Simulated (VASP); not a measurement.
# Be (Pm-3m) in VASP: single point with PBE

Aim: the single point of Be with PBE.

Program: VASP 6.6.1. These are calculated values, not measurements. Logs are shortened: lines on timing, memory, paths and dates and some standing lists are left out, and cuts for length are marked.

## 1. The cell of the first run

It takes space group Pm-3m (No. 221, cubic). Conventional cell: a = 2.811 Å, b = 2.811 Å, c = 2.811 Å, α = 90.00°, β = 90.00°, γ = 90.00°. Be (site symmetry m-3m) has 6 Be at 2.81 Å within 3.7 Å.

This isn't the form of Be at room conditions, which is hcp.

## 2. Single point, PBE

File INCAR:

```
SYSTEM = Be
ALGO     = Normal         ! electronic algorithm
EDIFF    = 1E-6           ! SCF threshold, eV
ENCUT    = 600            ! plane-wave cutoff, eV
GGA      = PE             ! functional
GGA_COMPAT= .False.      
ISIF     = 2              ! what is computed and relaxed
ISMEAR   = 1              ! smearing method
LASPH    = .True.         ! aspherical terms in the spheres
LCHARG   = .True.         ! write CHGCAR
LELF     = .True.         ! ELF
LREAL    = .False.        ! projectors in reciprocal space
LVHAR    = .True.       
LWAVE    = .False.        ! write WAVECAR
NBANDS   = 7              ! bands
NELM     = 120            ! most SCF steps
PREC     = Accurate       ! precision mode
SIGMA    = 0.1            ! smearing width, eV
```

File KPOINTS:

```
k-points
0
Gamma
  10 10 10
  0 0 0
```

File POSCAR:

```
Be
1.0
    2.8111500000      0.0000000000      0.0000000000
    0.0000000000      2.8111500000      0.0000000000
    0.0000000000      0.0000000000      2.8111500000
Be
1
Direct
    0.5000000000      0.5000000000      0.5000000000
```

Potentials or basis: VASP PAW PBE potentials, release 64 (Be).

Run with:

```
cat potpaw_PBE.64/Be/POTCAR > POTCAR
mpirun -np 1 vasp_std > vasp.out
```

OUTCAR:

```text
SYSTEM = Be
   EDIFF = 1E-6
   ENCUT = 600
   GGA = PE
   ISIF = 2
   ISMEAR = 1
   LASPH = .True.
   LREAL = .False.
   NELM = 120
   PREC = Accurate

 ion  position               nearest neighbor table
   1  0.500  0.500  0.500-

  LATTYP: Found a simple cubic cell.
 ALAT       =     2.8111500000

  Lattice vectors:

 A1 = (   2.8111500000,   0.0000000000,   0.0000000000)
 A2 = (   0.0000000000,   2.8111500000,   0.0000000000)
 A3 = (   0.0000000000,   0.0000000000,   2.8111500000)

Analysis of symmetry for initial positions (statically):
=====================================================================
 Subroutine PRICEL returns:
 Original cell was already a primitive cell.

 Routine SETGRP: Setting up the symmetry group for a
 simple cubic supercell.

 Subroutine GETGRP returns: Found 48 space group operations
 (whereof 48 operations were pure point group operations)
 out of a pool of 48 trial point group operations.

The static configuration has the point symmetry O_h .

Analysis of symmetry for dynamics (positions and initial velocities):
=====================================================================
 Subroutine PRICEL returns:
 Original cell was already a primitive cell.

 Routine SETGRP: Setting up the symmetry group for a
 simple cubic supercell.

 Subroutine GETGRP returns: Found 48 space group operations
 (whereof 48 operations were pure point group operations)
 out of a pool of 48 trial point group operations.

The dynamic configuration has the point symmetry O_h .

 Subroutine INISYM returns: Found 48 space group operations
 (whereof 48 operations are pure point group operations),
 and found     1 'primitive' translations

----------------------------------------------------------------------------------------

                                     Primitive cell

  volume of cell :      22.2153

  direct lattice vectors                    reciprocal lattice vectors
     2.811150000  0.000000000  0.000000000     0.355726304  0.000000000  0.000000000
     0.000000000  2.811150000  0.000000000     0.000000000  0.355726304  0.000000000
     0.000000000  0.000000000  2.811150000     0.000000000  0.000000000  0.355726304

  length of vectors
     2.811150000  2.811150000  2.811150000     0.355726304  0.355726304  0.355726304

  position of ions in fractional coordinates (direct lattice)
[... 76 lines left out ...]
   NELM   =    120;   NELMIN=  2; NELMDL= -5     # of ELM steps
   EDIFF  = 0.1E-05   stopping-criterion for ELM
   LREAL  =      F    real-space projection
   EDIFFG = 0.1E-04   stopping-criterion for IOM
   NSW    =      0    number of steps for IOM
   IBRION =     -1    ionic relax: 0-MD 1-quasi-New 2-CG
   NFREE  =      0    steps in history (QN), initial steepest desc. (CG)
   ISIF   =      2    stress and relaxation
   ISYM   =      2    0-nonsym 1-usesym 2-fastsym
   POTIM  = 0.5000    time-step for ionic-motion
   TEBEG  =    0.0;   TEEND  =   0.0 temperature during run
   PSTRESS=    0.0 pullay stress
   NELECT =       2.0000    total number of electrons
   NUPDOWN=      -1.0000    fix difference up-down
   EMIN   =  10.00;   EMAX   =-10.00  energy-range for DOS
   EFERMI =   0.00;   METHOD = LEGACY
   ISMEAR =     1;   SIGMA  =   0.10  broadening in eV -4-tet -1-fermi 0-gaus
   EFERMI_NEDOS =   21; number of points for ismear=-14 and -15
   IALGO  =     38    algorithm
   IMIX   =      4    mixing-type and parameters
     AMIX     =   0.40;   BMIX     =  1.00
     AMIX_MAG =   1.60;   BMIX_MAG =  1.00
  volume/ion in A,a.u.               =      22.22       149.92
  Fermi-wavevector in a.u.,A,eV,Ry     =   0.733726  1.386542  7.324757  0.538354
  Thomas-Fermi vector in A             =   1.826505
   LORBIT       =      0    0 simple, 1 ext, 2 COOP (PROOUT), +10 PAW based schemes
   GGA     = PE    functional components
   LHFCALC =     F    Hartree Fock is set to
   AEXX    =    0.0000 exact exchange contribution
   IVDW    =     0    specifies the selected vdW correction
   LEPSILON=     F    determine dielectric tensor
   LRPA    =     F    only Hartree local field effects (RPA)
 non-spin polarized calculation
 Methfessel and Paxton  Order N= 1 SIGMA  =   0.10
  energy-cutoff  :      600.00
  volume of cell :       22.22
 maximum number of plane-waves:       768
 NGX is ok and might be reduce to    24
   NGX = 11   NGY = 11   NGZ = 11

 number of electron       2.0000000 magnetization

 Free energy of the ion-electron system (eV)
  ---------------------------------------------------
  ext. energy  EPLUGINS =         0.00000000
  ---------------------------------------------------
  free energy    TOTEN  =        -1.77040818 eV

  energy without entropy =       -1.77005375  energy(sigma->0) =       -1.77029004

 E-fermi :   0.5083     XC(G=0):  -7.5780

 val. band max:        0.4990389407   @ k =   0.5000   0.4000   0.0000
 cond. band min:       0.5673254940   @ k =   0.5000   0.3000   0.2000
 fundamental gap:      0.0682865534
 Fermi energy:         0.5082594222

 k-point     1 :       0.0000    0.0000    0.0000
  band No.  band energies     occupation
      1      -5.6058      2.00000
      2       8.1094      0.00000
      3       8.1094      0.00000
      4       8.1094      0.00000
      5      13.0807      0.00000
      6      13.0807      0.00000
      7      15.7671      0.00000
[... 221 lines left out ...]
 k-point    24 :       0.3000    0.1000    0.1000
  band No.  band energies     occupation
      1      -3.8268      2.00000
      2       2.4700     -0.00000
      3       7.6843      0.00000
      4       8.6132      0.00000
      5      14.8313      0.00000
      6      16.2752      0.00000
      7      18.8075      0.00000

 [... further k-points ...]

------------------------ aborting loop because EDIFF is reached ----------------------------------------

  FORCE on cell =-STRESS in cart. coord.  units (eV):
  Direction    XX          YY          ZZ          XY          YZ          ZX
  --------------------------------------------------------------------------------------
  -------------------------------------------------------------------------------------
  Total       -2.0268014     -2.0268014     -2.0268014      0.0000000      0.0000000      0.0000000
  in kB     -146.1738599   -146.1738599   -146.1738599      0.0000000      0.0000000      0.0000000
  external PRESSURE =    -146.1738599 kB  Pullay stress =       0.0000000 kB

 VOLUME and BASIS-vectors are now :
 -----------------------------------------------------------------------------
  energy-cutoff  :      600.00
  volume of cell :       22.22
      direct lattice vectors                 reciprocal lattice vectors
     2.811150000  0.000000000  0.000000000     0.355726304  0.000000000  0.000000000
     0.000000000  2.811150000  0.000000000     0.000000000  0.355726304  0.000000000
     0.000000000  0.000000000  2.811150000     0.000000000  0.000000000  0.355726304

 POSITION                                       TOTAL-FORCE (eV/Angst)
 -----------------------------------------------------------------------------------
      1.40558      1.40558      1.40558         0.000000      0.000000      0.000000
 -----------------------------------------------------------------------------------
    total drift:                               -0.000000     -0.000000     -0.000000

  FREE ENERGIE OF THE ION-ELECTRON SYSTEM (eV)
  ---------------------------------------------------
  free  energy   TOTEN  =        -1.7704081806 eV

  energy  without entropy=       -1.7700537519  energy(sigma->0) =       -1.77029004
```

OSZICAR:

```text
N       E                     dE             d eps       ncg     rms          rms(c)
DAV:   1    -0.748119943283E+00   -0.74812E+00   -0.80848E+02   784   0.226E+02
DAV:   2    -0.176186045151E+01   -0.10137E+01   -0.97594E+00  1099   0.170E+01
DAV:   3    -0.176805831287E+01   -0.61979E-02   -0.61751E-02   931   0.115E+00
DAV:   4    -0.176806253790E+01   -0.42250E-05   -0.42250E-05  1120   0.342E-02
DAV:   5    -0.176806253918E+01   -0.12729E-08   -0.13647E-08   917   0.429E-04    0.510E-01
DAV:   6    -0.176954346300E+01   -0.14809E-02   -0.87867E-04   896   0.210E-01    0.323E-01
DAV:   7    -0.177041595286E+01   -0.87249E-03   -0.29107E-03   840   0.379E-01    0.267E-02
DAV:   8    -0.177040673378E+01    0.92191E-05   -0.21189E-05   917   0.327E-02    0.451E-03
DAV:   9    -0.177040854659E+01   -0.18128E-05   -0.66823E-07  1029   0.561E-03    0.158E-03
DAV:  10    -0.177040818057E+01    0.36602E-06   -0.86240E-08   525   0.185E-03
   1 F= -.17704082E+01 E0= -.17702900E+01  d E =-.354429E-03
```

stdout:

```text
POSCAR found type information on POSCAR Be
 POSCAR found :  1 types and       1 ions
 scaLAPACK will be used
 LDA part: xc-table for (Slater+PW92), standard interpolation
 POSCAR, INCAR and KPOINTS ok, starting setup
 FFT: planning ... GRIDC
 FFT: planning ... GRID_SOFT
 FFT: planning ... GRID
 WAVECAR not read
 entering main loop
```

Wall time 8 s (1 thread of Intel Xeon 8259CL, shared host); peak memory 0.13 GiB.

What came out:

| Property | Result |
| --- | --- |
| Free energy | -1.7704 eV |
| Pressure | -14.6 GPa |
| Band gap on the k mesh | zero (bands 1 and 2 overlap by 5.06 eV) |

Caveat: the cell stands under tension.
